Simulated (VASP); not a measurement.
Set up this calculation in VASP 6.6.1, as the native input.

| Item | Value |
| --- | --- |
| Task | single point |
| Functional | PBE |
| Potentials or basis | VASP PAW PBE potentials, release 64 (Hf_pv, C) |
| Cutoff | 520 eV |
| k mesh | 17 × 17 × 15 |
| Occupations | fermi-dirac, width 0.05 eV |
| Spin | no spin polarisation |
| Dipole correction | no |
| Further INCAR settings | ALGO = Normal; EDIFF = 1e-07; NBANDS = 14 |

The structure of HfC (WC type) lies in POSCAR:

```
HfC
1.0
    2.6343231932      0.0000000000      0.0000000000
   -1.3171615966      2.2813908071      0.0000000000
    0.0000000000      0.0000000000      2.5756166783
Hf C
1 1
Direct
    0.0000000000      0.0000000000      0.0000000000
    0.3333333333      0.6666666667      0.5000000000
```

One way to write it, as run:

INCAR

```
SYSTEM = HfC
PREC = Accurate
ENCUT = 520
EDIFF = 1E-7
ISMEAR = -1
SIGMA = 0.05
LREAL = .False.
LASPH = .True.
NELM = 80
ALGO = Normal
ISIF = 2
LWAVE = .False.
LCHARG = .False.
GGA = PE
NBANDS = 14
```

KPOINTS

```
regular mesh
0
Gamma
  17 17 15
  0 0 0
```

Potentials or basis: VASP PAW PBE potentials, release 64 (Hf_pv, C).

The run is started by

```sh
$ cat potpaw_PBE.64/Hf_pv/POTCAR potpaw_PBE.64/C/POTCAR > POTCAR
$ mpirun -np 1 vasp_std > vasp.out
```

It gave:

```
Pressure               : 281.5 GPa
Band gap on the k mesh : zero (bands 7 and 8 overlap by 2.22 eV)
```

Caveat: the cell stands under pressure; spin-orbit coupling is left out, which moves the levels of the heavy elements.

Run time: 78 s on 1 thread of Intel Xeon 8259CL, with other jobs on the host, peak memory 0.18 GiB.
